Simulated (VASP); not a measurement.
# Be (P6_3/mmc) in VASP: notebook, part 2 of 2

VASP 6.6.1.

## 5. Single point, LDA

INCAR reads:

```
PREC = Accurate ; ENCUT = 520
EDIFF = 1E-7 ; ISMEAR = 0
SIGMA = 0.6 ; LREAL = False
LASPH = True ; NELM = 100
ALGO = Normal ; ISIF = 2
LWAVE = False ; LCHARG = False
GGA = CA ; NBANDS = 9
```

KPOINTS reads:

```
regular mesh
0
Gamma
  16 16 9
```

POSCAR reads:

```
Be
1.0
    2.2295160349      0.0000000000      0.0000000000
   -1.1147580175      1.9308175243      0.0000000000
    0.0000000000      0.0000000000      3.5083258361
Be
2
Direct
    0.3333333333      0.6666666667      0.2500000000
    0.6666666667      0.3333333333      0.7500000000
```

Potentials or basis: VASP PAW LDA potentials, release 64 (Be).

Run with:

```bash
> cat potpaw_LDA.64/Be/POTCAR > POTCAR
> mpirun -np 1 vasp_std > vasp.out
```

OUTCAR:

```text
PREC = Accurate
   ENCUT = 520
   EDIFF = 1E-7
   ISMEAR = 0
   LREAL = False
   LASPH = True
   NELM = 100
   ISIF = 2
   GGA = CA

 ion  position               nearest neighbor table
   1  0.333  0.667  0.250-   2 2.18   2 2.18   2 2.18   2 2.18   2 2.18   2 2.18
   2  0.667  0.333  0.750-   1 2.18   1 2.18   1 2.18   1 2.18   1 2.18   1 2.18

  LATTYP: Found a hexagonal cell.
 ALAT       =     2.2295160349
 C/A-ratio  =     1.5735817914

  Lattice vectors:

 A1 = (   2.2295160349,   0.0000000000,   0.0000000000)
 A2 = (  -1.1147580175,   1.9308175243,   0.0000000000)
 A3 = (   0.0000000000,   0.0000000000,   3.5083258361)

Analysis of symmetry for initial positions (statically):
=====================================================================
 Subroutine PRICEL returns:
 Original cell was already a primitive cell.

 Routine SETGRP: Setting up the symmetry group for a
 hexagonal supercell.

 Subroutine GETGRP returns: Found 24 space group operations
 (whereof 12 operations were pure point group operations)
 out of a pool of 24 trial point group operations.

The static configuration has the point symmetry D_3d.
 The point group associated with its full space group is D_6h.

Analysis of symmetry for dynamics (positions and initial velocities):
=====================================================================
 Subroutine PRICEL returns:
 Original cell was already a primitive cell.

 Routine SETGRP: Setting up the symmetry group for a
 hexagonal supercell.

 Subroutine GETGRP returns: Found 24 space group operations
 (whereof 12 operations were pure point group operations)
 out of a pool of 24 trial point group operations.

The dynamic configuration has the point symmetry D_3d.
 The point group associated with its full space group is D_6h.

 Subroutine INISYM returns: Found 24 space group operations
 (whereof 12 operations are pure point group operations),
[... 113 lines left out ...]
   IALGO  =     38    algorithm
   IMIX   =      4    mixing-type and parameters
     AMIX     =   0.40;   BMIX     =  1.00
     AMIX_MAG =   1.60;   BMIX_MAG =  1.00
  volume/ion in A,a.u.               =       7.55        50.96
  Fermi-wavevector in a.u.,A,eV,Ry     =   1.051343  1.986749 15.038807  1.105321
  Thomas-Fermi vector in A             =   2.186382
   LORBIT       =      0    0 simple, 1 ext, 2 COOP (PROOUT), +10 PAW based schemes
   GGA     = CA    functional components
   LHFCALC =     F    Hartree Fock is set to
   AEXX    =    0.0000 exact exchange contribution
   IVDW    =     0    specifies the selected vdW correction
   LEPSILON=     F    determine dielectric tensor
   LRPA    =     F    only Hartree local field effects (RPA)
 non-spin polarized calculation
 Gauss-broadening in eV      SIGMA  =   0.60
  energy-cutoff  :      520.00
  volume of cell :       15.10
 maximum number of plane-waves:       424
 NGX is ok and might be reduce to    18
   NGX =  9   NGY =  9   NGZ = 13

 number of electron       4.0000000 magnetization

 Free energy of the ion-electron system (eV)
  ---------------------------------------------------
  ext. energy  EPLUGINS =         0.00000000
  ---------------------------------------------------
  free energy    TOTEN  =        -8.43322842 eV

  energy without entropy =       -8.41177904  energy(sigma->0) =       -8.42250373

 E-fermi :   7.1606     XC(G=0): -10.7733

 val. band max:        7.1191511589   @ k =   0.2500   0.2500   0.1111
 cond. band min:       7.1726377041   @ k =   0.3125   0.0625   0.0000
 fundamental gap:      0.0534865452
 Fermi energy:         7.1605924382

 k-point     1 :       0.0000    0.0000    0.0000
  band No.  band energies     occupation
      1      -4.3017      2.00000
      2       2.5473      2.00000
      3       8.5489      0.00107
      4      23.4465      0.00000
      5      23.4465      0.00000
      6      26.3776      0.00000
      7      26.3776      0.00000
      8      28.4986      0.00000
      9      35.1402      0.00000
[... 265 lines left out ...]
 k-point    24 :       0.2500    0.1875    0.0000
  band No.  band energies     occupation
      1      -0.1244      2.00000
      2       8.0530      0.03543
      3       8.1607      0.01840
      4      11.1267      0.00000
      5      15.1643      0.00000
      6      19.3430      0.00000
      7      22.4786      0.00000
      8      23.5380      0.00000
      9      24.7702      0.00000

 [... further k-points ...]
[... 5 lines left out ...]
  --------------------------------------------------------------------------------------
  -------------------------------------------------------------------------------------
  Total        0.0323181      0.0323181      0.0698559     -0.0000000      0.0000000      0.0000000
  in kB        3.4285047      3.4285047      7.4107411     -0.0000000      0.0000000      0.0000000
  external PRESSURE =       4.7559168 kB  Pullay stress =       0.0000000 kB

 VOLUME and BASIS-vectors are now :
 -----------------------------------------------------------------------------
  energy-cutoff  :      520.00
  volume of cell :       15.10
      direct lattice vectors                 reciprocal lattice vectors
     2.229516035  0.000000000  0.000000000     0.448527835  0.258957666  0.000000000
    -1.114758018  1.930817524  0.000000000     0.000000000  0.517915332  0.000000000
     0.000000000  0.000000000  3.508325836     0.000000000  0.000000000  0.285036239

 POSITION                                       TOTAL-FORCE (eV/Angst)
 -----------------------------------------------------------------------------------
     -0.00000      1.28721      0.87708         0.000000     -0.000000      0.000000
      1.11476      0.64361      2.63124        -0.000000      0.000000      0.000000
 -----------------------------------------------------------------------------------
    total drift:                                0.000000     -0.000000      0.000000

  FREE ENERGIE OF THE ION-ELECTRON SYSTEM (eV)
  ---------------------------------------------------
  free  energy   TOTEN  =        -8.4332284211 eV

  energy  without entropy=       -8.4117790379  energy(sigma->0) =       -8.42250373
```

Wall time 6.1 s (1 thread of Intel Xeon 6975P-C (Granite Rapids), shared host); peak memory 0.12 GiB.

What came out:

* Free energy: -8.4332 eV
* Pressure: 0.5 GPa
* Band gap on the k mesh: zero (band 2 reaches 8.05 eV, above the bottom of band 3 at 6.47 eV)

## 6. Overview

| smearing | gap on the mesh (eV) | pressure (GPa) |
| --- | --- | --- |
| gaussian 0.1 eV | none | 0.4 |
| gaussian 0.2 eV | none | 0.4 |
| gaussian 0.3 eV | none | 0.4 |
| gaussian 0.6 eV | none | 0.5 |

Alike in all rows: task single point; level LDA; potentials or basis VASP PAW LDA potentials, release 64 (Be); no spin polarisation; cell as given; k mesh 16 × 16 × 9; cutoff (eV) 520.

Every run on the cell as given and a fine mesh finds a metal.

Absolute energies hang on the potentials; compare differences alone.
